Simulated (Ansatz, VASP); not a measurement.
## AlNi in VASP and in Ansatz

Contents of INCAR:

```
SYSTEM = AlNi
AGGAC    = 1.0          
AGGAX    = 1.0          
ALDAC    = 0.0          
ALDAX    = 1.0          
ALGO     = Normal         ! electronic algorithm
EDIFF    = 1E-7           ! SCF threshold, eV
EDIFFG   = -0.01          ! ionic threshold
ENCUT    = 600            ! plane-wave cutoff, eV
GGA      = B5             ! functional
GGA_COMPAT= .FALSE.      
IBRION   = 2              ! ionic algorithm
ISIF     = 3              ! what is computed and relaxed
ISMEAR   = -1             ! smearing method
ISPIN    = 2              ! spin polarisation
LASPH    = .TRUE.         ! aspherical terms in the spheres
LCHARG   = .FALSE.        ! write CHGCAR
LMAXMIX  = 4              ! l up to which the mixer works
LORBIT   = 11             ! projections on sites
LREAL    = .FALSE.        ! projectors in reciprocal space
LWAVE    = .FALSE.        ! write WAVECAR
MAGMOM   = 1 0            ! initial moments
NELM     = 200            ! most SCF steps
NELMIN   = 4            
NSW      = 60             ! ionic steps
PREC     = Accurate       ! precision mode
SIGMA    = 0.05           ! smearing width, eV
```

File KPOINTS:

```
k-points
0
G
  9 9 9
  0 0 0
```

File POSCAR:

```
AlNi
1.0
    2.8810000000      0.0000000000      0.0000000000
    0.0000000000      2.8810000000      0.0000000000
    0.0000000000      0.0000000000      2.8810000000
Ni Al
1 1
Direct
    0.5000000000      0.5000000000      0.5000000000
    0.0000000000      0.0000000000      0.0000000000
```

Contents of input.yaml:

```yaml
crystal:
  lattice:
    - [2.881, 0.0, 0.0]
    - [0.0, 2.881, 0.0]
    - [0.0, 0.0, 2.881]
  atoms:
    - { symbol: Ni, position: [0.5, 0.5, 0.5], spin: 1.0 }
    - { symbol: Al, position: [0.0, 0.0, 0.0] }
hamiltonian:
  xc: blyp
  pseudopotentials: { kind: paw }
magnetization:
  spin_polarized: true
kpoints:
  mp_grid: { grid: [9, 9, 9] }
scf:
  occupations: { method: fermi_dirac, width: 0.05 }
output:
  forces: true
  stress: true
relax:
  f_tol: 0.01
  max_steps: 40
  cell: { stress_tol: 0.05 }
```

Alike in both runs: task relaxation of cell and atoms; functional BLYP; k mesh 9 × 9 × 9; occupations fermi-dirac, width 0.05 eV; collinear spin.

|  | VASP | Ansatz |
| --- | --- | --- |
| version | VASP 6.6.1 | Ansatz 0.2.0 |
| potentials or method | VASP PAW PBE potentials, release 64 (Ni, Al) | Ansatz PAW |
| plane-wave cutoff (eV) | 600 | 420 |
| valence electrons in the cell | 13 | 21 |

VASP gave:

- net moment per atom (μB): 0.00
- relaxed volume (Å³/atom): 12.49
- relaxed cell length with the largest relative difference (Å): 2.923

Problem. What did Ansatz give for the same quantities?

Solution. net moment per atom (μB): 0.00; relaxed volume (Å³/atom): 12.47; relaxed cell length with the largest relative difference (Å): 2.921.

VASP's potentials were made for PBE, not for BLYP. VASP's potentials hold 13 valence electrons a cell and Ansatz's 21, so a difference there can come from the potentials and not from the codes.

Noted on Ansatz's run: the plane-wave basis is chosen anew once the cell has moved, so the energies of steps on either side of that aren't comparable.
